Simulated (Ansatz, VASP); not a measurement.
# Two plane-wave programs on BiAsSe

```xyz
3
Lattice="4.7304 0.0000 0.0000 0.0000 4.7304 0.0000 0.0000 0.0000 3.7944" Properties=species:S:1:pos:R:3 pbc="T T T"
Bi    0.0000    0.0000    2.2922
As    2.3652    2.3652    0.5207
Se    2.3652    2.3652    2.9602
```

Alike in both runs: task single point; functional PBE; k mesh 4 × 4 × 4; occupations gaussian, width 0.1 eV; no spin polarisation.

|  | VASP | Ansatz |
| --- | --- | --- |
| version | VASP 6.6.1 | Ansatz 0.2.0 |
| potentials or method | VASP PAW PBE potentials, release 64 (Bi_d, As, Se), cutoff 520 eV | scalar-relativistic, plane waves, PAW |
| valence electrons in the cell | 26 | 46 |

|  | VASP | Ansatz | Ansatz less VASP |
| --- | --- | --- | --- |
| gap on the k mesh at the Fermi level (eV) | none | none | - |
| rms of the force components (eV/Å) | 63.626 | 57.853 | -5.7724 |

Atom by atom the forces differ by 5.772 eV/Å (rms over components). A gap of «none» marks a metal or a gap that the smearing closes. The functional is the same, so the differences come from potentials, cutoffs and numerics. VASP's potentials hold 26 valence electrons a cell and Ansatz's 46, so a difference there can come from the potentials and not from the codes.

The k mesh is coarse, so the values compare programs but aren't converged. Neither program's run includes spin-orbit coupling.
